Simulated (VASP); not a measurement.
# RbBr in VASP: settings compared, part 3 of 3

VASP 6.6.1. The steps go on from the part before.

## Step 6: Single point, r2SCAN (strain along [111] +3.1%)

The input, POSCAR:

```
RbBr
1.0
    0.0807435012      3.9502403659      3.9502403659
    3.9502403659      0.0807435012      3.9502403659
    3.9502403659      3.9502403659      0.0807435012
Rb Br
1 1
Direct
    0.0022797637      0.0022797637      0.0022797637
    0.2477202363      0.2477202363      0.2477202363
```

The input, INCAR.step1:

```
SYSTEM = RbBr
PREC = Accurate ; ENCUT = 520
ISMEAR = 0 ; SIGMA = 0.01
LREAL = .False. ; LASPH = .True.
NELM = 100 ; NBANDS = 15
GGA = PE ; ALGO = Normal
EDIFF = 1E-4 ; LWAVE = .True.
LCHARG = .False.
```

The input, INCAR.step2:

```
SYSTEM = RbBr
PREC = Accurate ; ENCUT = 520
EDIFF = 1E-6 ; ISMEAR = 0
SIGMA = 0.01 ; LREAL = .False.
LASPH = .True. ; NELM = 100
ALGO = Normal ; ISIF = 2
LWAVE = .False. ; LCHARG = .True.
METAGGA = R2SCAN ; LMIXTAU = .True.
LELF = .True. ; LVHAR = .True.
NBANDS = 15 ; ISTART = 1
```

The input, KPOINTS:

```
Automatic mesh
0
Gamma
  6 6 6
  0 0 0
```

Potentials or basis: VASP PAW PBE potentials, release 64 (Rb_sv, Br).

The run is started by

```sh
$ cat potpaw_PBE.64/Rb_sv/POTCAR potpaw_PBE.64/Br/POTCAR > POTCAR
$ cp INCAR.step1 INCAR
$ mpirun -np 1 vasp_std > vasp.out
$ cp INCAR.step2 INCAR
$ mpirun -np 1 vasp_std > vasp.out
```

OUTCAR:

```text
SYSTEM = RbBr
   PREC = Accurate
   ENCUT = 520
   EDIFF = 1E-6
   ISMEAR = 0
   LREAL = .False.
   LASPH = .True.
   NELM = 100
   ISIF = 2
   METAGGA = R2SCAN
   ISTART = 1

 ion  position               nearest neighbor table
   1  0.002  0.002  0.002-   2 3.39   2 3.39   2 3.39   2 3.39
   2  0.248  0.248  0.248-   1 3.39   1 3.39   1 3.39   1 3.39

  LATTYP: Found a trigonal (rhomboedric) cell.
 ALAT       =     5.5870669774
 COS(alpha) =     0.5203314517

  Lattice vectors:

 A1 = (   0.0807435012,   3.9502403659,   3.9502403659)
 A2 = (   3.9502403659,   0.0807435012,   3.9502403659)
 A3 = (   3.9502403659,   3.9502403659,   0.0807435012)

Analysis of symmetry for initial positions (statically):
=====================================================================
 Subroutine PRICEL returns:
 Original cell was already a primitive cell.

 Routine SETGRP: Setting up the symmetry group for a
 trigonal (rhombohedral) supercell.

 Subroutine GETGRP returns: Found  6 space group operations
 (whereof  6 operations were pure point group operations)
 out of a pool of 12 trial point group operations.

The static configuration has the point symmetry C_3v.

Analysis of symmetry for dynamics (positions and initial velocities):
=====================================================================
 Subroutine PRICEL returns:
 Original cell was already a primitive cell.

 Routine SETGRP: Setting up the symmetry group for a
 trigonal (rhombohedral) supercell.

 Subroutine GETGRP returns: Found  6 space group operations
 (whereof  6 operations were pure point group operations)
 out of a pool of 12 trial point group operations.

The dynamic configuration has the point symmetry C_3v.

 Subroutine INISYM returns: Found  6 space group operations
 (whereof  6 operations are pure point group operations),
 and found     1 'primitive' translations

----------------------------------------------------------------------------------------

                                     Primitive cell

  volume of cell :     119.5029

  direct lattice vectors                    reciprocal lattice vectors
     0.080743501  3.950240366  3.950240366    -0.130523000  0.127908531  0.127908531
     3.950240366  0.080743501  3.950240366     0.127908531 -0.130523000  0.127908531
     3.950240366  3.950240366  0.080743501     0.127908531  0.127908531 -0.130523000

  length of vectors
     5.587066977  5.587066977  5.587066977     0.223063754  0.223063754  0.223063754

  position of ions in fractional coordinates (direct lattice)
     0.002279764  0.002279764  0.002279764
     0.247720236  0.247720236  0.247720236

  ion indices of the primitive-cell ions
   primitive index   ion index
                 1           1
                 2           2

----------------------------------------------------------------------------------------

 KPOINTS: Automatic mesh

Automatic generation of k-mesh.
 Grid dimensions read from file:
 generate k-points for:    6    6    6

 Generating k-lattice:

  Cartesian coordinates                     Fractional coordinates (reciprocal lattice)
    -0.021753833  0.021318088  0.021318088     0.166666667  0.000000000 -0.000000000
     0.021318088 -0.021753833  0.021318088     0.000000000  0.166666667 -0.000000000
     0.021318088  0.021318088 -0.021753833     0.000000000  0.000000000  0.166666667

  Length of vectors
     0.037177292  0.037177292  0.037177292

  Shift w.r.t. Gamma in fractional coordinates (k-lattice)
     0.000000000  0.000000000  0.000000000

 Subroutine IBZKPT returns following result:
 ===========================================

 Found     32 irreducible k-points:

 Following reciprocal coordinates:
            Coordinates               Weight
  0.000000  0.000000  0.000000      1.000000
  0.166667  0.000000  0.000000      6.000000
  0.333333  0.000000 -0.000000      6.000000
  0.500000  0.000000  0.000000      3.000000
  0.166667  0.166667  0.000000      6.000000
  0.333333  0.166667  0.000000     12.000000
[... 16 lines left out ...]
  0.500000  0.500000  0.166667      6.000000
 -0.333333  0.500000  0.166667     12.000000
 [... further k-points ...]
   k-points           NKPTS =     32   k-points in BZ     NKDIM =     32   number of bands    NBANDS=     15
   number of dos      NEDOS =    301   number of ions     NIONS =      2
   total plane-waves  NPLWV =  74088
   dimension x,y,z NGX =    42 NGY =   42 NGZ =   42
   dimension x,y,z NGXF=    84 NGYF=   84 NGZF=   84
   ions per type =               1   1
   NGX,Y,Z   is equivalent  to a cutoff of  12.50, 12.50, 12.50 a.u.
   NGXF,Y,Z  is equivalent  to a cutoff of  24.99, 24.99, 24.99 a.u.
 SYSTEM =  RbBr
   PREC   = accura    normal or accurate (medium, high low for compatibility)
   ISTART =      1    job   : 0-new  1-cont  2-samecut
   ICHARG =      0    charge: 1-file 2-atom 10-const
   ISPIN  =      1    spin polarized calculation?
   LNONCOLLINEAR =      F non collinear calculations
   LSORBIT =      F    spin-orbit coupling
   LASPH  =      T    aspherical Exc in radial PAW
   ENCUT  =  520.0 eV  38.22 Ry    6.18 a.u.  10.39 10.39 10.39*2*pi/ulx,y,z
   NELM   =    100;   NELMIN=  2; NELMDL=  0     # of ELM steps
   EDIFF  = 0.1E-05   stopping-criterion for ELM
   LREAL  =      F    real-space projection
   EDIFFG = 0.1E-04   stopping-criterion for IOM
   NSW    =      0    number of steps for IOM
   IBRION =     -1    ionic relax: 0-MD 1-quasi-New 2-CG
   NFREE  =      0    steps in history (QN), initial steepest desc. (CG)
   ISIF   =      2    stress and relaxation
   ISYM   =      2    0-nonsym 1-usesym 2-fastsym
   POTIM  = 0.5000    time-step for ionic-motion
   TEBEG  =    0.0;   TEEND  =   0.0 temperature during run
   PSTRESS=    0.0 pullay stress
   NELECT =      16.0000    total number of electrons
   NUPDOWN=      -1.0000    fix difference up-down
   EMIN   =  10.00;   EMAX   =-10.00  energy-range for DOS
   EFERMI =   0.00;   METHOD = LEGACY
   ISMEAR =     0;   SIGMA  =   0.01  broadening in eV -4-tet -1-fermi 0-gaus
   EFERMI_NEDOS =   21; number of points for ismear=-14 and -15
   IALGO  =     38    algorithm
   IMIX   =      4    mixing-type and parameters
     AMIX     =   0.40;   BMIX     =  1.00
     AMIX_MAG =   1.60;   BMIX_MAG =  1.00
  volume/ion in A,a.u.               =      59.75       403.22
  Fermi-wavevector in a.u.,A,eV,Ry     =   0.837507  1.582660  9.543380  0.701419
  Thomas-Fermi vector in A             =   1.951409
   LORBIT       =      0    0 simple, 1 ext, 2 COOP (PROOUT), +10 PAW based schemes
   METAGGA = R2SCAN    functional components
   LHFCALC =     F    Hartree Fock is set to
   AEXX    =    0.0000 exact exchange contribution
   IVDW    =     0    specifies the selected vdW correction
   LEPSILON=     F    determine dielectric tensor
   LRPA    =     F    only Hartree local field effects (RPA)
 non-spin polarized calculation
 Gauss-broadening in eV      SIGMA  =   0.01
  energy-cutoff  :      520.00
  volume of cell :      119.50
 maximum number of plane-waves:      3236
 NGX is ok and might be reduce to    42
   NGX = 21   NGY = 21   NGZ = 21

 number of electron      15.9999999 magnetization

 Free energy of the ion-electron system (eV)
  ---------------------------------------------------
  ext. energy  EPLUGINS =         0.00000000
  ---------------------------------------------------
  free energy    TOTEN  =       -30.87541999 eV

  energy without entropy =      -30.87541999  energy(sigma->0) =      -30.87541999

 E-fermi :  -3.3887     XC(G=0):  -5.8392

 val. band max:       -3.4960913245   @ k =   0.5000   0.5000  -0.0000
 cond. band min:       1.1072414344   @ k =   0.0000   0.0000   0.0000
 fundamental gap:      4.6033327589
 Fermi energy:        -3.3887061630

 k-point     1 :       0.0000    0.0000    0.0000
  band No.  band energies     occupation
      1     -28.9537      2.00000
      2     -15.7914      2.00000
      3     -12.5061      2.00000
      4     -12.5061      2.00000
      5     -12.5011      2.00000
      6      -3.5990      2.00000
      7      -3.5655      2.00000
      8      -3.5655      2.00000
      9       1.1072      0.00000
     10       5.3326      0.00000
     11       5.3326      0.00000
     12       6.2312      0.00000
     13       6.2312      0.00000
     14       6.2789      0.00000
[... 401 lines left out ...]
      2     -15.8427      2.00000
      3     -12.5383      2.00000
      4     -12.5302      2.00000
      5     -12.4160      2.00000
      6      -3.7743      2.00000
      7      -3.5866      2.00000
      8      -3.5063      2.00000
      9       2.9757      0.00000
     10       3.7451      0.00000
     11       5.5958      0.00000
     12       5.7003      0.00000
     13       6.0104      0.00000
     14       6.2585      0.00000
     15       7.1351      0.00000

 [... further k-points ...]
[... 5 lines left out ...]
  --------------------------------------------------------------------------------------
  -------------------------------------------------------------------------------------
  Total       -0.1860492     -0.1860492     -0.1860492     -0.0304691     -0.0304691     -0.0304691
  in kB       -2.4943639     -2.4943639     -2.4943639     -0.4085002     -0.4085002     -0.4085002
  external PRESSURE =      -2.4943639 kB  Pullay stress =       0.0000000 kB

 VOLUME and BASIS-vectors are now :
 -----------------------------------------------------------------------------
  energy-cutoff  :      520.00
  volume of cell :      119.50
      direct lattice vectors                 reciprocal lattice vectors
     0.080743501  3.950240366  3.950240366    -0.130523000  0.127908531  0.127908531
     3.950240366  0.080743501  3.950240366     0.127908531 -0.130523000  0.127908531
     3.950240366  3.950240366  0.080743501     0.127908531  0.127908531 -0.130523000

 POSITION                                       TOTAL-FORCE (eV/Angst)
 -----------------------------------------------------------------------------------
      0.01820      0.01820      0.01820        -0.002032     -0.002032     -0.002032
      1.97711      1.97711      1.97711         0.002032      0.002032      0.002032
 -----------------------------------------------------------------------------------
    total drift:                                0.000304      0.000304      0.000304

  FREE ENERGIE OF THE ION-ELECTRON SYSTEM (eV)
  ---------------------------------------------------
  free  energy   TOTEN  =       -30.8754199897 eV

  energy  without entropy=      -30.8754199897  energy(sigma->0) =      -30.87541999
```

It took 7.1 min on 1 thread of Intel Xeon Platinum 8259CL at 2.50GHz (Skylake/Cascade Lake), shared host; peak memory 0.31 GiB.

Results:

```
Free energy            : -30.8754 eV
Pressure               : -0.2 GPa
Largest force          : 0.004 eV/Å
Band gap on the k mesh : 4.60 eV, indirect (least direct gap 4.67 eV)
```

Forces in eV/Å, atoms in the order of the input:
```
Rb  -0.002 -0.002 -0.002
Br   0.002  0.002  0.002
```

Caveat: the cell differs from its parent crystal (strain along [111] +3.1%); the PAW data sets were made with another functional, which shifts forces and pressure a little.

## Step 7: Single point, r2SCAN (shear xy strain -3.0%)

The input, POSCAR:

```
RbBr
1.0
   -0.0588163523      3.8694968646      3.8694968646
    3.8694968646     -0.0588163523      3.8694968646
    3.8106805123      3.8106805123      0.0000000000
Rb Br
1 1
Direct
   -0.0034033722     -0.0034033722      0.0034033722
    0.2534033722      0.2534033722      0.2465966278
```

The input, INCAR.step1:

```
ALGO = Normal
EDIFF = 1E-4
ENCUT = 520
GGA = PE
ISMEAR = 0
LASPH = T
LCHARG = F
LREAL = F
LWAVE = T
NBANDS = 15
NELM = 100
PREC = Accurate
SIGMA = 0.01
```

The input, INCAR.step2:

```
ALGO = Normal
EDIFF = 1E-7
ENCUT = 520
ISIF = 2
ISMEAR = 0
ISTART = 1
LASPH = T
LCHARG = F
LMIXTAU = T
LREAL = F
LWAVE = F
METAGGA = R2SCAN
NBANDS = 15
NELM = 100
PREC = Accurate
SIGMA = 0.01
```

The input, KPOINTS:

```
k-points
0
Gamma
  6 6 6
```

The run is started by

```sh
$ cat potpaw_PBE.64/Rb_sv/POTCAR potpaw_PBE.64/Br/POTCAR > POTCAR
$ cp INCAR.step1 INCAR
$ mpirun -np 1 vasp_std > vasp.out
$ cp INCAR.step2 INCAR
$ mpirun -np 1 vasp_std > vasp.out
```

It took 10 min on 1 thread of Intel Xeon Platinum 8259CL at 2.50GHz (Skylake/Cascade Lake), shared host; peak memory 0.32 GiB.

Results (log left out):

```
Free energy            : -30.8784 eV
Pressure               : 0.0 GPa
Band gap on the k mesh : 4.63 eV, indirect (least direct gap 4.71 eV)
```

Forces in eV/Å, atoms in the order of the input:
```
Rb   0.000  0.000 -0.002
Br   0.000  0.000  0.002
```

Stress tensor (GPa, compression positive):
```
0.01 0.06 0.00
0.06 0.01 0.00
0.00 0.00 0.00
```

Levels at points of the mesh, in eV from the valence-band top:
| k point | band 4 | band 5 | band 6 | band 7 | band 8 | band 9 | band 10 | band 11 | band 12 | band 13 |
| --- | --- | --- | --- | --- | --- | --- | --- | --- | --- | --- |
| (0.00, 0.00, 0.00) | -8.94 | -8.94 | -0.12 | -0.10 | -0.08 | 4.63 | 8.87 | 8.88 | 9.80 | 9.83 |
| (0.50, 0.00, 0.00) | -8.95 | -8.88 | -0.31 | -0.05 | -0.04 | 6.90 | 6.92 | 8.36 | 8.58 | 9.89 |
| (0.50, 0.50, 0.00) | -8.97 | -8.85 | -0.39 | -0.03 | 0.00 | 6.38 | 7.27 | 9.36 | 9.75 | 9.78 |
| (0.00, 0.00, 0.50) | -8.95 | -8.90 | -0.29 | -0.07 | -0.06 | 6.94 | 6.98 | 8.34 | 8.56 | 9.96 |
| (0.50, 0.00, 0.50) | -8.97 | -8.85 | -0.39 | -0.02 | -0.02 | 6.38 | 7.27 | 9.36 | 9.71 | 9.79 |

Caveat: the cell differs from its parent crystal (shear xy strain -3.0%); the PAW data sets were made with another functional, which shifts forces and pressure a little.

## Step 8: Overview

```csv
level,cell,k mesh,smearing,grid for exact exchange (PRECFOCK),screening parameter,gap on the mesh (eV),pressure (GPa)
HSE06,"a = 5.473, b = 5.473, c = 5.389 Å, angles 60.5, 60.5, 61.0°, 2 atoms",4 × 4 × 4,gaussian 0.01 eV,Normal,0.2079 1/Å,5.16,0.1
PBE,"a = 5.587 Å, angles 58.6°, 2 atoms",6 × 6 × 6,fermi-dirac 0.02 eV,-,-,4.02,-0.1
r2SCAN,"a = 5.402, b = 5.402, c = 5.330 Å, angles 60.4, 60.4, 59.1°, 2 atoms",6 × 6 × 6,gaussian 0.01 eV,-,-,4.69,0.5
PBE,"a = 5.473, b = 5.473, c = 5.389 Å, angles 60.5, 60.5, 61.0°, 2 atoms",6 × 6 × 6,fermi-dirac 0.02 eV,-,-,4.06,0.2
r2SCAN,"a = 5.587 Å, angles 58.6°, 2 atoms",6 × 6 × 6,gaussian 0.01 eV,-,-,4.60,-0.2
r2SCAN,"a = 5.473, b = 5.473, c = 5.389 Å, angles 60.5, 60.5, 61.0°, 2 atoms",6 × 6 × 6,gaussian 0.01 eV,-,-,4.63,0.0
```

Alike in all rows: task single point; potentials or basis VASP PAW PBE potentials, release 64 (Rb_sv, Br); no spin polarisation; cutoff (eV) 520.

Caveats: the PAW data sets were made with another functional, which shifts forces and pressure a little (some runs).

Total energies depend on the potentials used, so only differences within one code and one set of settings carry meaning.
